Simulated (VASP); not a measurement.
Wanted: the native input for a VASP 6.6.1 run.

```yaml
Task: single point
Functional: PBEsol
Potentials_or_basis: VASP PAW PBE potentials, release 64 (Sn_d, Mn_pv)
Cutoff: 310 eV
k_mesh: 10 × 10 × 10
Occupations: tetrahedron, width 0.1 eV
Spin: collinear spin, ferromagnetic start
Starting_moments: "[0.0, 4.0, 4.0, 4.0] μB"
Tolerance_level: standard
Purpose: density of states
K_density: 9 × 9 × 9
Further_INCAR_settings: ALGO = Normal; EDIFF = 1e-06; NBANDS = 52
```

Crystal: Mn3Sn.

```xyz
4
Lattice="0.0000 3.0605 3.0605 3.0605 0.0000 3.0605 3.0605 3.0605 0.0000" Properties=species:S:1:pos:R:3 pbc="T T T"
Sn    0.0000    0.0000    0.0000
Mn    3.0605    3.0605    3.0605
Mn    1.5302    1.5302    1.5302
Mn    4.5907    4.5907    4.5907
```

The input as run:

POSCAR

```
Mn3Sn
1.0
    0.0000000000      3.0604960000      3.0604960000
    3.0604960000      0.0000000000      3.0604960000
    3.0604960000      3.0604960000      0.0000000000
Sn Mn
1 3
Direct
    0.0000000000      0.0000000000      0.0000000000
    0.5000000000      0.5000000000      0.5000000000
    0.2500000000      0.2500000000      0.2500000000
    0.7500000000      0.7500000000      0.7500000000
```

INCAR.step1

```
GGA = PS ; ISPIN = 2
MAGMOM = 0 4 4 4 ; LORBIT = 11
ISMEAR = 1 ; SIGMA = 0.1
LWAVE = False ; LCHARG = True
NBANDS = 52 ; PREC = Accurate
LASPH = True ; LREAL = False
ALGO = Normal ; EDIFF = 1E-6
NELM = 200 ; GGA_COMPAT = False
ENCUT = 310 ; LMAXMIX = 4
KPAR = 8
```

KPOINTS.step1

```
k-points
0
Gamma
  9 9 9
```

INCAR.step2

```
GGA = PS ; ISPIN = 2
MAGMOM = 0 4 4 4 ; LORBIT = 11
ISMEAR = -5 ; LWAVE = False
LCHARG = False ; NBANDS = 52
PREC = Accurate ; LASPH = True
LREAL = False ; ALGO = Normal
EDIFF = 1E-6 ; NELM = 200
GGA_COMPAT = False ; ENCUT = 310
LMAXMIX = 4 ; NEDOS = 2001
EMIN = -7.2142 ; EMAX = 17.7858
ICHARG = 11 ; KPAR = 8
```

KPOINTS.step2

```
Automatic mesh
0
Gamma
  10 10 10
  0 0 0
```

Potentials or basis: VASP PAW PBE potentials, release 64 (Sn_d, Mn_pv).

Run with:

```sh
$ cat potpaw_PBE.64/Sn_d/POTCAR potpaw_PBE.64/Mn_pv/POTCAR > POTCAR
$ cp INCAR.step1 INCAR
$ cp KPOINTS.step1 KPOINTS
$ mpirun -np 8 vasp_std > vasp.out
$ cp INCAR.step2 INCAR
$ cp KPOINTS.step2 KPOINTS
$ mpirun -np 8 vasp_std > vasp.out
```

It gave:

```json
{"Net moment": "7.15 μB per cell", "Site moments": "Sn -0.11; Mn +1.63, +2.73 (each value once) μB", "Valence electrons inside the program's atomic spheres": "Sn 12.58; Mn 11.69, 11.70 (each value once)", "Density of states at the Fermi level": "0.78 states/eV/atom"}
```

Caveat: spin-orbit coupling is left out, which moves the levels of the heavy elements.

Run time: 23 s on 8 MPI ranks on AMD EPYC 9R45 96-Core Processor (Zen 5) (shared host), peak memory 0.2 GiB a rank.
